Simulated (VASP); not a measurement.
Write the native input for VASP 6.6.1 that does the following.

* Task: single point
* Functional: PBEsol
* Potentials or basis: VASP PAW PBE potentials, release 64 (Cd, Si, O)
* Cutoff: 520 eV
* k mesh: 1 × 1 × 1, shifted
* Occupations: fermi-dirac, width 0.05 eV
* Spin: collinear spin
* Dipole correction: no
* Further INCAR settings: LREAL = Auto; ALGO = Normal; EDIFF = 1e-06; NBANDS = 246; ISYM = -1

The structure of CdSi11O24 (a cell with a defect) lies in POSCAR:

```
CdSi11O24
1.0
    8.3886930000      0.0000000000      0.0000000000
    0.0000000000      8.3886930000      0.0000000000
    0.0000000000      0.0000000000      8.0356430000
Cd Si O
2 22 48
Direct
    0.9992010000      0.9992670000      0.0005510000
    0.5006020000      0.5006840000      0.3337590000
    0.9997540000      0.9997940000      0.3382170000
    0.0006350000      0.0007330000      0.6628690000
    0.0003150000      0.5003870000      0.0001930000
    0.9995340000      0.4996580000      0.3341770000
    0.9999680000      0.4999210000      0.6671580000
    0.5003530000      0.0003220000      0.0001920000
    0.4995890000      0.9995880000      0.3341540000
    0.4998320000      0.0000480000      0.6671430000
    0.5000680000      0.5002120000      0.9960830000
    0.4990870000      0.4991560000      0.6714630000
    0.2498840000      0.2499640000      0.1672180000
    0.2446720000      0.2447520000      0.5011420000
    0.2551040000      0.2551500000      0.8331810000
    0.2499470000      0.7500040000      0.1671610000
    0.2485080000      0.7515490000      0.5017520000
    0.2513520000      0.7484940000      0.8325430000
    0.7498780000      0.2499400000      0.1671700000
    0.7514570000      0.2485490000      0.5017670000
    0.7483730000      0.2514320000      0.8325480000
    0.7499520000      0.7500050000      0.1671930000
    0.7555930000      0.7556640000      0.5019880000
    0.7442320000      0.7442770000      0.8322580000
    0.1681480000      0.1682300000      0.9981010000
    0.1473950000      0.1475780000      0.3335890000
    0.1536030000      0.1537280000      0.6677990000
    0.1458960000      0.6592820000      0.9971660000
    0.1586800000      0.6460520000      0.3362120000
    0.1511850000      0.6515630000      0.6670820000
    0.6591950000      0.1459160000      0.9971680000
    0.6459370000      0.1587340000      0.3362160000
    0.6514810000      0.1512390000      0.6670650000
    0.6477900000      0.6478710000      0.9996950000
    0.6685470000      0.6687090000      0.3365630000
    0.6529550000      0.6530210000      0.6650710000
    0.3522540000      0.3524390000      0.0007810000
    0.3316300000      0.3316320000      0.3363040000
    0.3461460000      0.3462990000      0.6665770000
    0.3411950000      0.8539150000      0.9980910000
    0.3540320000      0.8406530000      0.3371810000
    0.3487090000      0.8483660000      0.6672500000
    0.8538520000      0.3412520000      0.9981150000
    0.8405950000      0.3540640000      0.3371730000
    0.8482820000      0.3487770000      0.6672470000
    0.8312530000      0.8314030000      0.9976750000
    0.8521230000      0.8521620000      0.3346190000
    0.8468790000      0.8469230000      0.6692450000
    0.0960110000      0.4038540000      0.1671830000
    0.0936640000      0.4004350000      0.5016960000
    0.0994190000      0.4062080000      0.8326420000
    0.1053920000      0.8912240000      0.1948300000
    0.0975140000      0.9022260000      0.5012620000
    0.1085080000      0.8967770000      0.8056720000
    0.6087190000      0.3947000000      0.1394740000
    0.6029780000      0.3912980000      0.5286580000
    0.5976470000      0.4024220000      0.8331090000
    0.5963920000      0.9035360000      0.1671680000
    0.5998190000      0.9064400000      0.5019610000
    0.5935650000      0.9001260000      0.8323590000
    0.4037960000      0.0960190000      0.1671620000
    0.4003570000      0.0936910000      0.5017160000
    0.4061880000      0.0995260000      0.8326250000
    0.3945860000      0.6088190000      0.1395020000
    0.3912070000      0.6030290000      0.5286410000
    0.4023700000      0.5977580000      0.8331060000
    0.8911580000      0.1053760000      0.1948230000
    0.9021110000      0.0975410000      0.5012370000
    0.8967070000      0.1085960000      0.8056700000
    0.9034410000      0.5965150000      0.1671600000
    0.9063180000      0.5998910000      0.5019590000
    0.9000500000      0.5936490000      0.8323870000
```

These files were run (other wordings do the same):

INCAR

```
SYSTEM = CdSi11O24
ALGO = Normal ; EDIFF = 1E-6
ENCUT = 520 ; GGA = PS
GGA_COMPAT = .False. ; ISIF = 2
ISMEAR = -1 ; ISPIN = 2
ISYM = -1 ; LASPH = .True.
LCHARG = .False. ; LORBIT = 11
LREAL = Auto ; LWAVE = .False.
MAGMOM = 0.286 0.286 0 0 0 0 0 0 0 0 0 0 0 0 0 0 0 0 0 0 0 0 0 0 0.286 0 0 0 0 0 0 0 0 0 0.286 0 0 0.286 0 0 0 0 0 0 0 0.286 0 0 0 0 0 0.286 0 0.286 0.286 0.286 0 0 0 0 0 0 0 0.286 0.286 0 0.286 0 0.286 0 0 0 ; NBANDS = 246
NELM = 200 ; PREC = Accurate
SIGMA = 0.05
```

KPOINTS

```
explicit points
1
Reciprocal
  0.25000000   0.25000000   0.25000000 1
```

Potentials or basis: VASP PAW PBE potentials, release 64 (Cd, Si, O).

Command:

```console
$ cat potpaw_PBE.64/Cd/POTCAR potpaw_PBE.64/Si/POTCAR potpaw_PBE.64/O/POTCAR > POTCAR
$ mpirun -np 1 vasp_std > vasp.out
```

It gave:

| Item | Value |
| --- | --- |
| Pressure | 16.6 GPa |
| Largest force | 0.269 eV/Å |
| Net moment | 1.58 μB per cell |
| Site moments | Cd +0.16, +0.15; Si +0.00, -0.00 (each value once); O +0.06, +0.01, +0.00, +0.02, -0.00, +0.07, +0.08 (each value once) μB |
| Valence electrons inside the program's atomic spheres | Cd 10.66; Si 1.55, 1.52, 1.47, 1.49, 1.51, 1.50 (each value once); O 5.26, 5.22, 5.20, 5.19, 5.21, 5.24 (each value once) |

Caveat: the PAW data sets were made with another functional, which shifts forces and pressure a little.

Run time: 12 min on 1 thread of Intel(R) Xeon(R) Platinum 8259CL CPU @ 2.50GHz (Skylake/Cascade Lake) (shared host), peak memory 0.83 GiB.
